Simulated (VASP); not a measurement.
# Mg16S15O (a cell with a defect) in VASP: relaxation of the atoms with PBE

Aim: the relaxation of the atoms of Mg16S15O (a cell with a defect) with PBE.

Program: VASP 6.6.1. These are calculated values, not measurements. Logs are shortened: lines on timing, memory, paths and dates and some standing lists are left out, and cuts for length are marked.

### 1 The cell of the first run

The cell holds a defect, 32 atoms: a = 9.058 Å, b = 9.058 Å, c = 9.058 Å, α = 109.47°, β = 109.47°, γ = 109.47°.

### 2 Relaxation of the atoms, PBE

Input file INCAR:

```
SYSTEM = Mg16S15O
PREC = Accurate
ENCUT = 520
EDIFF = 1E-6
ISMEAR = 0
SIGMA = 0.01
LREAL = Auto
LASPH = .TRUE.
NELM = 80
ALGO = Normal
ISIF = 2
LWAVE = .FALSE.
LCHARG = .FALSE.
GGA = PE
IBRION = 2
NSW = 65
EDIFFG = -0.025
KPAR = 2
NCORE = 2
```

Input file KPOINTS:

```
Automatic mesh
0
Gamma
  2 2 2
  0.5 0.5 0.5
```

Input file POSCAR:

```
Mg16S15O
1.0
    5.2297549267      5.2297549267     -5.2297549267
   -5.2297549267     -5.2297549267     -5.2297549267
   -5.2297549267      5.2297549267      5.2297549267
Mg O S
16 1 15
Direct
    0.2500000000      0.0000000000      0.7500000000
    0.5000000000      0.7500000000      0.7500000000
    0.7500000000      0.5000000000      0.7500000000
    0.7500000000      0.0000000000      0.2500000000
    0.0000000000      1.0000000000      0.0000000000
    0.2500000000      0.7500000000      0.0000000000
    0.5000000000      0.5000000000      0.0000000000
    0.7500000000      0.2500000000      0.0000000000
    0.0000000000      0.2500000000      0.7500000000
    0.5000000000      0.0000000000      0.5000000000
    0.7500000000      0.7500000000      0.5000000000
    0.0000000000      0.7500000000      0.2500000000
    0.2500000000      0.5000000000      0.2500000000
    0.5000000000      0.2500000000      0.2500000000
    0.0000000000      0.5000000000      0.5000000000
    0.2500000000      0.2500000000      0.5000000000
    0.2500000000      0.2500000000      0.0000000000
    0.5000000000      0.0000000000      0.0000000000
    0.7500000000      0.7500000000      0.0000000000
    0.7500000000      0.2500000000      0.5000000000
    0.0000000000      0.2500000000      0.2500000000
    0.2500000000      0.0000000000      0.2500000000
    0.5000000000      0.7500000000      0.2500000000
    0.7500000000      0.5000000000      0.2500000000
    0.0000000000      0.5000000000      0.0000000000
    0.5000000000      0.2500000000      0.7500000000
    0.7500000000      0.0000000000      0.7500000000
    0.0000000000      0.0000000000      0.5000000000
    0.2500000000      0.7500000000      0.5000000000
    0.5000000000      0.5000000000      0.5000000000
    0.0000000000      0.7500000000      0.7500000000
    0.2500000000      0.5000000000      0.7500000000
```

Potentials or basis: VASP PAW PBE potentials, release 64 (Mg, O, S).

Run with:

```console
$ cat potpaw_PBE.64/Mg/POTCAR potpaw_PBE.64/O/POTCAR potpaw_PBE.64/S/POTCAR > POTCAR
$ mpirun -np 4 vasp_std > vasp.out
```

OUTCAR:

```text
SYSTEM = Mg16S15O
   PREC = Accurate
   ENCUT = 520
   EDIFF = 1E-6
   ISMEAR = 0
   LREAL = Auto
   LASPH = .TRUE.
   NELM = 80
   ISIF = 2
   GGA = PE
   IBRION = 2
   NSW = 65
   EDIFFG = -0.025

 ion  position               nearest neighbor table
   1  0.250  0.000  0.750-  17 2.61  18 2.61  26 2.61  28 2.61  29 2.61  31 2.61
   2  0.500  0.750  0.750-  18 2.61  19 2.61  27 2.61  29 2.61  30 2.61  32 2.61
   3  0.750  0.500  0.750-  19 2.61  20 2.61  25 2.61  26 2.61  30 2.61  31 2.61
   4  0.750  0.000  0.250-  18 2.61  19 2.61  20 2.61  21 2.61  23 2.61  28 2.61
   5  0.000  0.000  0.000-  17 2.61  19 2.61  21 2.61  22 2.61  27 2.61  31 2.61
   6  0.250  0.750  0.000-  18 2.61  22 2.61  23 2.61  25 2.61  31 2.61  32 2.61
[... 24 lines left out ...]
  31  0.000  0.750  0.750-   1 2.61   3 2.61   5 2.61   6 2.61  11 2.61  15 2.61
  32  0.250  0.500  0.750-   2 2.61   6 2.61   7 2.61   9 2.61  15 2.61  16 2.61

  LATTYP: Found a body centered cubic cell.
 ALAT       =    10.4595098534

  Lattice vectors:

 A1 = (   5.2297549267,   5.2297549267,  -5.2297549267)
 A2 = (  -5.2297549267,  -5.2297549267,  -5.2297549267)
 A3 = (  -5.2297549267,   5.2297549267,   5.2297549267)

Analysis of symmetry for initial positions (statically):
=====================================================================
 Subroutine PRICEL returns:
 Original cell was already a primitive cell.

 Routine SETGRP: Setting up the symmetry group for a
 body centered cubic supercell.

 Subroutine GETGRP returns: Found 48 space group operations
 (whereof  8 operations were pure point group operations)
 out of a pool of 48 trial point group operations.

The static configuration has the point symmetry C_4v.
 The point group associated with its full space group is O_h .

Analysis of symmetry for dynamics (positions and initial velocities):
=====================================================================
 Subroutine PRICEL returns:
 Original cell was already a primitive cell.

 Routine SETGRP: Setting up the symmetry group for a
 body centered cubic supercell.

 Subroutine GETGRP returns: Found 48 space group operations
 (whereof  8 operations were pure point group operations)
 out of a pool of 48 trial point group operations.

The dynamic configuration has the point symmetry C_4v.
 The point group associated with its full space group is O_h .

 Subroutine INISYM returns: Found 48 space group operations
 (whereof  8 operations are pure point group operations),
 and found     1 'primitive' translations

[... 150 lines left out ...]
     AMIX     =   0.40;   BMIX     =  1.00
     AMIX_MAG =   1.60;   BMIX_MAG =  1.00
  volume/ion in A,a.u.               =      17.88       120.66
  Fermi-wavevector in a.u.,A,eV,Ry     =   0.993826  1.878058 13.438327  0.987689
  Thomas-Fermi vector in A             =   2.125734
   LORBIT       =      0    0 simple, 1 ext, 2 COOP (PROOUT), +10 PAW based schemes
   GGA     = PE    functional components
   LHFCALC =     F    Hartree Fock is set to
   AEXX    =    0.0000 exact exchange contribution
   IVDW    =     0    specifies the selected vdW correction
   LEPSILON=     F    determine dielectric tensor
   LRPA    =     F    only Hartree local field effects (RPA)
 conjugate gradient relaxation of ions
 non-spin polarized calculation
 Gauss-broadening in eV      SIGMA  =   0.01
  energy-cutoff  :      520.00
  volume of cell :      572.14
 maximum number of plane-waves:     15375
 NGX is ok and might be reduce to    70
   NGX = 33   NGY = 33   NGZ = 33

--------------------------------------- Ionic step        1  -------------------------------------------

 number of electron     127.9999977 magnetization

 Free energy of the ion-electron system (eV)
  ---------------------------------------------------
  ext. energy  EPLUGINS =         0.00000000
  ---------------------------------------------------
  free energy    TOTEN  =      -137.28355130 eV

  energy without entropy =     -137.28355130  energy(sigma->0) =     -137.28355130

------------------------ aborting loop because EDIFF is reached ----------------------------------------

  FORCE on cell =-STRESS in cart. coord.  units (eV):
  Direction    XX          YY          ZZ          XY          YZ          ZX
  --------------------------------------------------------------------------------------
  -------------------------------------------------------------------------------------
  Total       -7.1333053     -7.1333053     -7.1333053     -0.0000000      0.0000000      0.0000000
  in kB      -19.9754877    -19.9754877    -19.9754877     -0.0000000      0.0000000      0.0000000
  external PRESSURE =     -19.9754877 kB  Pullay stress =       0.0000000 kB
[... 317 lines left out ...]
--------------------------------------- Ionic step        6  -------------------------------------------

 number of electron     127.9999997 magnetization

 Free energy of the ion-electron system (eV)
  ---------------------------------------------------
  ext. energy  EPLUGINS =         0.00000000
  ---------------------------------------------------
  free energy    TOTEN  =      -137.91954098 eV

  energy without entropy =     -137.91954098  energy(sigma->0) =     -137.91954098

 E-fermi :   3.3846     XC(G=0):  -9.5550

 val. band max:        3.3213234099   @ k =   0.2500   0.2500   0.2500
 cond. band min:       6.6647901169   @ k =  -0.2500   0.2500   0.2500
 fundamental gap:      3.3434667070
 Fermi energy:         3.3846379756

 k-point     1 :       0.2500    0.2500    0.2500
  band No.  band energies     occupation
      1     -12.8463      2.00000
      2      -8.5936      2.00000
      3      -8.5936      2.00000
      4      -8.5936      2.00000
      5      -8.5163      2.00000
      6      -7.8413      2.00000
[... 68 lines left out ...]
     75       7.8763      0.00000
     76       8.1533      0.00000

 k-point     2 :      -0.2500    0.2500    0.2500
  band No.  band energies     occupation
      1     -12.8463      2.00000
      2      -8.8924      2.00000
      3      -8.3783      2.00000
      4      -8.3783      2.00000
      5      -8.1869      2.00000
      6      -8.1735      2.00000
[... 68 lines left out ...]
     75       8.6994      0.00000
     76       8.6994      0.00000
 [bands above 76 left out]

------------------------ aborting loop because EDIFF is reached ----------------------------------------

  FORCE on cell =-STRESS in cart. coord.  units (eV):
  Direction    XX          YY          ZZ          XY          YZ          ZX
  --------------------------------------------------------------------------------------
  -------------------------------------------------------------------------------------
  Total       -8.3525668     -8.3525668     -8.3525668      0.0000000      0.0000000      0.0000000
  in kB      -23.3898015    -23.3898015    -23.3898015      0.0000000      0.0000000      0.0000000
  external PRESSURE =     -23.3898015 kB  Pullay stress =       0.0000000 kB
[... 47 lines left out ...]
  FREE ENERGIE OF THE ION-ELECTRON SYSTEM (eV)
  ---------------------------------------------------
  free  energy   TOTEN  =      -137.9195409820 eV

  energy  without entropy=     -137.9195409820  energy(sigma->0) =     -137.91954098

 reached required accuracy - stopping structural energy minimisation
```

OSZICAR:

```text
N       E                     dE             d eps       ncg     rms          rms(c)
DAV:   1     0.626316453947E+03    0.62632E+03   -0.50855E+04   324   0.132E+03
DAV:   2    -0.775410636562E+02   -0.70386E+03   -0.67707E+03   438   0.208E+02
DAV:   3    -0.144508059661E+03   -0.66967E+02   -0.66605E+02   384   0.716E+01
[... 67 lines left out ...]
DAV:   3    -0.137919623040E+03    0.25431E-03   -0.51343E-04   400   0.989E-02    0.145E-01
DAV:   4    -0.137919527699E+03    0.95341E-04   -0.64828E-04   391   0.751E-02    0.803E-02
DAV:   5    -0.137919541676E+03   -0.13976E-04   -0.13776E-04   367   0.358E-02    0.195E-02
DAV:   6    -0.137919540777E+03    0.89817E-06   -0.12265E-05   343   0.997E-03    0.825E-03
DAV:   7    -0.137919540982E+03   -0.20467E-06   -0.65342E-06   392   0.984E-03
   6 F= -.13791954E+03 E0= -.13791954E+03  d E =-.291750E-01
```

CONTCAR:

```text
Mg16S15O
   1.00000000000000
     5.2297549267000001    5.2297549267000001   -5.2297549267000001
    -5.2297549267000001   -5.2297549267000001   -5.2297549267000001
    -5.2297549267000001    5.2297549267000001    5.2297549267000001
  Mg              O               S
    16     1    15
Direct
     0.2500000000000000    0.0205196835757046    0.7705196835757047
     0.5000000000000000    0.7500000000000000    0.7500000000000000
     0.7500000000000000    0.5000000000000000    0.7500000000000000
     0.7500000000000000    0.0000000000000000    0.2500000000000000
     0.0205196835757046    0.0205196835757046    0.0000000000000000
     0.2500000000000000    0.7500000000000000    0.0000000000000000
[... 24 lines left out ...]
     0.0028287316741853    0.7556574633483706    0.7528287316741853
     0.2500000000000000    0.4971712683258147    0.7528287316741853

  0.00000000E+00  0.00000000E+00  0.00000000E+00
  0.00000000E+00  0.00000000E+00  0.00000000E+00
  0.00000000E+00  0.00000000E+00  0.00000000E+00
  0.00000000E+00  0.00000000E+00  0.00000000E+00
  0.00000000E+00  0.00000000E+00  0.00000000E+00
  0.00000000E+00  0.00000000E+00  0.00000000E+00
[... 24 lines left out ...]
  0.00000000E+00  0.00000000E+00  0.00000000E+00
  0.00000000E+00  0.00000000E+00  0.00000000E+00
```

Run time: 13 min. Hardware: 4 MPI ranks of Intel Xeon Platinum 8375C at 2.90GHz (Ice Lake), shared host; peak memory 0.5 GiB.

What came out:

* Free energy: -137.9195 eV
* Energy gained by relaxing: 19.9 meV/atom
* Ionic steps: 6
* Pressure after relaxing: -2.3 GPa
* Largest force after relaxing: 0.011 eV/Å
* Band gap on the k mesh: 3.34 eV

Forces in eV/Å, atoms in the order of the input:
```
Mg   0.011  0.000  0.000
Mg   0.000  0.000  0.000
Mg   0.000  0.000  0.000
Mg   0.000  0.000  0.000
Mg   0.000  0.000  0.011
Mg   0.000  0.000  0.000
Mg   0.000  0.000 -0.011
Mg   0.000  0.000  0.000
Mg   0.000 -0.011  0.000
Mg   0.000  0.000  0.000
Mg   0.000  0.000  0.000
Mg   0.000  0.000  0.000
Mg  -0.011  0.000  0.000
Mg   0.000  0.011  0.000
Mg   0.000  0.000  0.000
Mg   0.000  0.000  0.000
O    0.000  0.000  0.000
S   -0.001 -0.001  0.000
S    0.000  0.000  0.000
S    0.000  0.000  0.000
S    0.001  0.000 -0.001
S    0.000 -0.001 -0.001
S    0.001  0.000  0.001
S    0.000 -0.001  0.001
S    0.001  0.001  0.000
S   -0.001  0.000  0.001
S    0.000  0.001 -0.001
S   -0.001  0.001  0.000
S    0.000  0.000  0.000
S    0.001 -0.001  0.000
S   -0.001  0.000 -0.001
S    0.000  0.001  0.001
```

The path:
```
step  energy change (eV)  largest force (eV/Å)  pressure (GPa)
   1              0.0000                0.9441           -2.00
   2             -0.2339                0.7370           -2.14
   3             -0.5984                0.1863           -2.37
   4             -0.6068                0.2061           -2.38
   5             -0.6339                0.0562           -2.35
   6             -0.6360                0.0110           -2.34
```

Final structure:
```
Mg O S
1.0
     5.22975    5.22975   -5.22975
    -5.22975   -5.22975   -5.22975
    -5.22975    5.22975    5.22975
Mg O S
16 1 15
Direct
  0.25000 0.02052 0.77052
  0.50000 0.75000 0.75000
  0.75000 0.50000 0.75000
  0.75000 0.00000 0.25000
  0.02052 0.02052 0.00000
  0.25000 0.75000 0.00000
  0.47948 0.47948 0.00000
  0.75000 0.25000 0.00000
  0.02052 0.25000 0.77052
  0.50000 0.00000 0.50000
  0.75000 0.75000 0.50000
  0.00000 0.75000 0.25000
  0.25000 0.47948 0.22948
  0.47948 0.25000 0.22948
  0.00000 0.50000 0.50000
  0.25000 0.25000 0.50000
  0.25000 0.25000 0.00000
  0.49717 0.00283 0.00000
  0.75000 0.75000 0.00000
  0.75000 0.25000 0.50000
  0.00283 0.25000 0.24717
  0.25000 0.00283 0.24717
  0.49717 0.74434 0.24717
  0.74434 0.49717 0.24717
  0.00283 0.49717 0.00000
  0.49717 0.25000 0.75283
  0.75566 0.00283 0.75283
  0.00283 0.00283 0.50566
  0.25000 0.75000 0.50000
  0.49717 0.49717 0.49434
  0.00283 0.75566 0.75283
  0.25000 0.49717 0.75283
```

Levels at points of the mesh, in eV from the valence-band top:
```tsv
k point	band 61	band 62	band 63	band 64	band 65	band 66	band 67	band 68
(0.25, 0.25, 0.25)	-0.18	-0.18	0.00	0.00	3.57	4.41	4.41	4.41
```
